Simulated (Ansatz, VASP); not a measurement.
**AlRu: VASP beside Ansatz**

Contents of INCAR:

```
PREC     = Accurate       # precision mode
ENCUT    = 520            # plane-wave cutoff, eV
EDIFF    = 1E-6           # SCF threshold, eV
ISMEAR   = 0              # smearing method
SIGMA    = 0.15           # smearing width, eV
LREAL    = False          # projectors in reciprocal space
LASPH    = True           # aspherical terms in the spheres
NELM     = 100            # most SCF steps
ALGO     = Fast           # electronic algorithm
ISIF     = 2              # what is computed and relaxed
LWAVE    = False          # write WAVECAR
LCHARG   = True           # write CHGCAR
GGA      = PE             # functional
LELF     = True           # ELF
LVHAR    = True         
NBANDS   = 16             # bands
```

KPOINTS

```
Automatic mesh
0
Gamma
  20 20 20
```

The input POSCAR:

```
AlRu
1.0
    3.0040847246      0.0000000000      0.0000000000
    0.0000000000      3.0040847246      0.0000000000
    0.0000000000      0.0000000000      3.0040847246
Al Ru
1 1
Direct
    0.0000000000      0.0000000000      0.0000000000
    0.5000000000      0.5000000000      0.5249660069
```

Input for Ansatz:

```yaml
crystal:
  lattice:
    - [3.0040847246, 0.0, 0.0]
    - [0.0, 3.0040847246, 0.0]
    - [0.0, 0.0, 3.0040847246]
  atoms:
    - { symbol: Al, position: [0.0, 0.0, 0.0] }
    - { symbol: Ru, position: [0.5, 0.5, 0.5249660069] }
basis:
  ecutwfc: 420
kpoints:
  mp_grid: { grid: [20, 20, 20] }
hamiltonian:
  xc: pbe
scf:
  occupations: { method: gaussian, width: 0.15 }
output:
  forces: true
  stress: true
  eigenvalues: true
```

Change from the starting cell: all Ru atoms moved +0.075 Å, as atom 2 along Cartesian [0 0 1].

Alike in both runs: task single point; functional PBE; k mesh 20 × 20 × 20; occupations gaussian, width 0.15 eV; no spin polarisation.

```csv
,VASP,Ansatz
version,VASP 6.6.1,Ansatz 0.2.0
potentials or method,"VASP PAW PBE potentials, release 64 (Al, Ru_pv), cutoff 520 eV","scalar-relativistic, plane waves, PAW"
valence electrons in the cell,17,19
```

|  | VASP | Ansatz | Ansatz less VASP |
| --- | --- | --- | --- |
| gap on the k mesh at the Fermi level (eV) | none | none | - |
| pressure (GPa) | 0.3 | 0.4 | +0.07 |
| traceless stress, the component that is largest in VASP (GPa) | -0.28 | -0.28 | +0.005 |
| rms of the force components (eV/Å) | 0.323 | 0.321 | -0.0021 |

Atom by atom the forces differ by 0.002 eV/Å (rms over components). A gap of «none» marks a metal or a gap that the smearing closes. VASP's potentials hold 17 valence electrons a cell and Ansatz's 19, so a difference there can come from the potentials and not from the codes.
